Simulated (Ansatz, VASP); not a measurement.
## P in VASP and in Ansatz

Contents of INCAR:

```
SYSTEM = P
ALGO = Normal
EDIFF = 1E-6
ENCUT = 520
GGA = RE
ISIF = 2
ISMEAR = -1
LASPH = .True.
LCHARG = .False.
LREAL = .False.
LWAVE = .False.
NBANDS = 8
NELM = 60
PREC = Accurate
SIGMA = 0.1
```

Contents of KPOINTS:

```
k-points
0
Gamma
  16 16 16
  0 0 0
```

The input POSCAR:

```
P
1.0
   -1.4675931319      1.4675931319      1.4675931319
    1.4675931319     -1.4675931319      1.4675931319
    1.4675931319      1.4675931319     -1.4675931319
P
1
Direct
    0.0000000000      0.0000000000      0.0000000000
```

Input for Ansatz:

```yaml
crystal:
  lattice:
    - [-1.4675931319, 1.4675931319, 1.4675931319]
    - [1.4675931319, -1.4675931319, 1.4675931319]
    - [1.4675931319, 1.4675931319, -1.4675931319]
  atoms:
    - { symbol: P, position: [0.0, 0.0, 0.0] }
hamiltonian:
  xc: revpbe
  pseudopotentials:
    kind: paw
    azcp:
      P: "pseudopotentials/P.paw.azcp"
basis:
  ecutwfc: 420
  fft_grid_basis: typed
kpoints:
  mp_grid: { grid: [16, 16, 16], shift: [0, 0, 0] }
magnetization:
  spin_polarized: false
scf:
  occupations: { method: fermi_dirac, width: 0.1 }
  lower_state_search: "off"
output:
  stress: true
```

Alike in both runs: task single point; functional revPBE; k mesh 16 × 16 × 16; occupations fermi-dirac, width 0.1 eV; no spin polarisation.

|  | VASP | Ansatz |
| --- | --- | --- |
| version | VASP 6.6.1 | Ansatz 0.2.0 |
| potentials or method | VASP PAW PBE potentials, release 64 (P), cutoff 520 eV | plane waves (420 eV) with PAW, scalar-relativistic |
| valence electrons in the cell | 5 | 5 |

Ansatz gave:

| Quantity | Value |
| --- | --- |
| pressure (GPa) | 15.4 |

Q: What did VASP give for the same quantities?

A: Pressure (GPa): 14.6.

VASP's potentials were made for PBE, not for revPBE.
